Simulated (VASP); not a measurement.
Input of a VASP 6.6.1 run:

INCAR

```
SYSTEM = Cd
  ALGO = Normal
  EDIFF = 1E-6
  EDIFFG = -0.005
  ENCUT = 600
  GGA = PE
  IBRION = 2
  ISIF = 3
  ISMEAR = -1
  LASPH = .True.
  LCHARG = .False.
  LREAL = .False.
  LWAVE = .False.
  NELM = 60
  NSW = 60
  PREC = Accurate
  PSTRESS = 480.0
  SIGMA = 0.1
```

Contents of KPOINTS:

```
k-points
0
Gamma
  17 17 17
  0 0 0
```

Contents of POSCAR:

```
Cd
1.0
    0.0000000000      1.9840735352      1.9840735352
    1.9840735352      0.0000000000      1.9840735352
    1.9840735352      1.9840735352      0.0000000000
Cd
1
Direct
    0.0000000000      0.0000000000      0.0000000000
```

Potentials or basis: VASP PAW PBE potentials, release 64 (Cd).

Run with:

```sh
$ cat potpaw_PBE.64/Cd/POTCAR > POTCAR
$ mpirun -np 1 vasp_std > vasp.out
```

Problem. What does it give for the space group after relaxing (to 0.1 Å)?

Solution. Fm-3m (No. 225).

Problem. What does it give for the relaxed volume?

Solution. 15.68 Å³/atom.

Step by step:
| step | energy change (eV) | largest force (eV/Å) | pressure (GPa) | volume (Å³) |
| --- | --- | --- | --- | --- |
| 1 | 0.0000 | 0.0000 | 48.95 | 15.62 |
| 2 | -0.0618 | 0.0000 | 45.51 | 15.83 |
| 3 | -0.0170 | 0.0000 | 48.01 | 15.68 |

Caveat: the cell is relaxed towards a set pressure, so the run minimises the enthalpy, not the energy.
